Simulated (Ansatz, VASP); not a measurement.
## Two plane-wave programs on Mo

```
Mo
1.0
     2.70889    0.00000    0.00000
    -1.35445    2.34597    0.00000
     0.00000    0.00000    9.44830
Mo
4
Direct
  0.00000 0.00000 0.00000
  0.00000 0.00000 0.50000
  0.33333 0.66667 0.25000
  0.66667 0.33333 0.75000
```

Alike in both runs: task single point; functional RPBE; k mesh 15 × 15 × 4; occupations fermi-dirac, width 0.1 eV; no spin polarisation.

|  | VASP | Ansatz |
| --- | --- | --- |
| version | VASP 6.6.1 | Ansatz 0.2.0 |
| potentials or method | VASP PAW PBE potentials, release 64 (Mo_sv), cutoff 520 eV | plane waves (420 eV) with PAW, scalar-relativistic |
| valence electrons in the cell | 56 | 56 |

|  | VASP | Ansatz | Ansatz less VASP |
| --- | --- | --- | --- |
| pressure (GPa) | 23.1 | 22.5 | -0.61 |
| traceless stress, the component that is largest in VASP (GPa) | -2.71 | -2.64 | +0.076 |

VASP's potentials were made for PBE, not for RPBE.
